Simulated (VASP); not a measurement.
Here is a VASP 6.6.1 calculation.

File INCAR:

```
SYSTEM = F
ALGO = Normal
EDIFF = 1E-6
ENCUT = 520
GGA = PS
ISIF = 2
ISMEAR = 0
LASPH = .TRUE.
LCHARG = .FALSE.
LREAL = .FALSE.
LWAVE = .FALSE.
NBANDS = 22
NELM = 80
PREC = Accurate
SIGMA = 0.05
```

Contents of KPOINTS:

```
k-points
0
G
  4 4 2
  0 0 0
```

POSCAR

```
F
1.0
    3.0111171686     -1.7305922359     -0.2322433325
    3.0111171686      1.7305922359     -0.2322433325
   -2.2641300902      0.0000000000      6.9305478688
F
4
Direct
    0.0848459664      0.0848459664      0.0780195948
    0.9151540336      0.9151540336      0.9219804052
    0.5015719855      0.5015719855      0.5937195244
    0.4984280145      0.4984280145      0.4062804756
```

Potentials or basis: VASP PAW PBE potentials, release 64 (F).

Command:

```bash
$ cat potpaw_PBE.64/F/POTCAR > POTCAR
$ mpirun -np 1 vasp_std > vasp.out
```

Q: Estimate the band gap on the k mesh.

A: 3.18 eV, indirect (least direct gap 3.24 eV).

Q: Estimate the largest force.

A: 15.203 eV/Å.

Forces on the atoms (eV/Å):
```
F     8.396   0.000  12.674
F    -8.396   0.000 -12.674
F    -0.700   0.000   2.106
F     0.700   0.000  -2.106
```

Caveat: the k points lie up to 0.53 Å⁻¹ apart; the standard files for N, O and F lose accuracy on very short bonds; the PAW data sets were made with another functional, which shifts forces and pressure a little. Expect the measured gap to be larger: semilocal functionals such as PBEsol lack the derivative discontinuity.
